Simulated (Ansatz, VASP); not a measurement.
BaTiO3 in VASP and in Ansatz

File INCAR:

```
  ALGO = Normal
  EDIFF = 1E-6
  ENCUT = 520
  GGA = PS
  ISIF = 2
  ISMEAR = 0
  LASPH = True
  LCHARG = False
  LREAL = False
  LWAVE = False
  NBANDS = 28
  NELM = 60
  PREC = Accurate
  SIGMA = 0.01
```

KPOINTS

```
k-points
0
Gamma
  6 6 6
```

Contents of POSCAR:

```
BaTiO3
1.0
    4.0118948090      0.0000000000      0.0000000000
    0.0000000000      2.8556879648      2.8639926021
    0.0000000000     -2.8556879648      2.8639926021
Ba Ti O
1 1 3
Direct
    0.0000000000      0.0000000000      0.0000000000
    0.5000000000      0.5124000000      0.5124000000
    0.0000000000      0.4874000000      0.4874000000
    0.5000000000      0.5052400000      0.9918400000
    0.5000000000      0.9918400000      0.5052400000
```

Input for Ansatz:

```yaml
crystal:
  lattice:
    - [4.011894808951831, 0.0, 0.0]
    - [0.0, 2.8556879647510844, 2.8639926021049553]
    - [0.0, -2.8556879647510844, 2.8639926021049553]
  atoms:
    - { symbol: Ba, position: [0.0, 0.0, 0.0] }
    - { symbol: Ti, position: [0.5, 0.5124, 0.5124] }
    - { symbol: O, position: [0.0, 0.4874, 0.4874] }
    - { symbol: O, position: [0.5, 0.50524, 0.99184] }
    - { symbol: O, position: [0.5, 0.99184, 0.50524] }
basis:
  ecutwfc: 510.0
kpoints:
  mp_grid:
    grid: [6, 6, 6]
hamiltonian:
  xc: pbesol
scf:
  convergence:
    dr2_threshold: 1.0e-10
  occupations:
    method: fixed
output:
  stress: true
```

Alike in both runs: task single point; functional PBEsol; k mesh 6 × 6 × 6; no spin polarisation.

|  | VASP | Ansatz |
| --- | --- | --- |
| version | VASP 6.6.1 | Ansatz 0.2.0 |
| potentials or method | VASP PAW PBE potentials, release 64 (Ba_sv, Ti_sv, O), cutoff 520 eV | plane waves, PAW |
| occupations | gaussian, width 0.01 eV | fixed |
| valence electrons in the cell | 40 | 40 |

Ansatz gave:

```
pressure (GPa)                                                : -7.0
traceless stress, the component that is largest in VASP (GPa) : -0.35
```

What did VASP give for the same quantities?

Pressure (GPa): -5.3; traceless stress, the component that is largest in VASP (GPa): -0.35.

VASP's potentials were made for PBE, not for PBEsol.

Spin-orbit coupling is off throughout.
